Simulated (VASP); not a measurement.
## KTaO3: single point with r2SCAN

The system is KTaO3.

```
K Ta O
1.0
     3.99013    0.00000    0.00000
     0.00000    3.99013    0.00000
     0.00000    0.00000    3.87043
K Ta O
1 1 3
Direct
  0.00000 0.00000 0.00000
  0.50000 0.50000 0.50000
  0.50000 0.50000 0.00000
  0.50000 0.00000 0.50000
  0.00000 0.50000 0.50000
```

This cell differs from its parent crystal: uniaxial z strain -3.0%.

```
Program             : VASP 6.6.1
Task                : single point
Functional          : r2SCAN
Potentials or basis : VASP PAW PBE potentials, release 64 (K_sv, Ta_pv, O)
Cutoff              : 520 eV
k mesh              : 6 × 6 × 6
Occupations         : gaussian, width 0.01 eV
Spin                : no spin polarisation
```

```
Pressure               : 8.3 GPa
Band gap on the k mesh : 2.61 eV (least direct gap 3.25 eV)
```

Stress tensor (GPa, compression positive):
```
 3.69  0.00  0.00
 0.00  3.69  0.00
 0.00  0.00 17.53
```

Levels at points of the mesh, in eV from the valence-band top:
| k point | band 17 | band 18 | band 19 | band 20 | band 21 | band 22 |
| --- | --- | --- | --- | --- | --- | --- |
| (0.00, 0.00, 0.00) | -0.67 | -0.67 | -0.64 | 2.61 | 2.66 | 2.66 |
| (0.50, 0.00, 0.00) | -1.65 | -0.96 | -0.88 | 2.81 | 5.47 | 5.47 |
| (0.50, 0.50, 0.00) | -1.76 | -1.70 | -0.05 | 5.51 | 5.51 | 6.81 |
| (0.00, 0.00, 0.50) | -1.60 | -0.88 | -0.88 | 2.80 | 5.91 | 5.91 |
| (0.50, 0.00, 0.50) | -1.44 | -1.41 | -0.09 | 5.53 | 5.94 | 7.14 |
| (0.50, 0.50, 0.50) | -0.04 | -0.04 | 0.00 | 6.98 | 7.29 | 7.29 |

It took 6 min on 1 thread of Intel Xeon 8259CL, with other jobs on the host, peak memory 0.21 GiB.

Caveat: the cell differs from its parent crystal (uniaxial z strain -3.0%); the cell stands under pressure; the PAW data sets were made with another functional, which shifts forces and pressure a little; spin-orbit coupling is left out, which moves the levels of the heavy elements. A k mesh can miss the band edges.
